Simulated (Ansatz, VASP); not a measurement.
## Ru: VASP beside Ansatz

```
Ru
1.0
     0.00000    1.90353    1.90353
     1.90353    0.00000    1.90353
     1.90353    1.90353    0.00000
Ru
1
Direct
  0.00000 0.00000 0.00000
```

Alike in both runs: functional PBE; k mesh 8 × 8 × 8; occupations gaussian, width 0.1 eV; no spin polarisation.

Ansatz relaxed the structure, and its values are those at the end. VASP's run is a single point on that final structure, the one shown.

```csv
,VASP,Ansatz
version,VASP 6.6.1,Ansatz 0.2.0
potentials or method,"VASP PAW PBE potentials, release 64 (Ru_pv), cutoff 500 eV","scalar-relativistic, plane waves, PAW"
valence electrons in the cell,14,16
```

```csv
,VASP,Ansatz,Ansatz less VASP
gap on the k mesh at the Fermi level (eV),none,none,-
pressure (GPa),-0.1,-0.1,+0.07
```

A gap of «none» marks a metal or a gap that the smearing closes. VASP's potentials hold 14 valence electrons a cell and Ansatz's 16, so a difference there can come from the potentials and not from the codes.
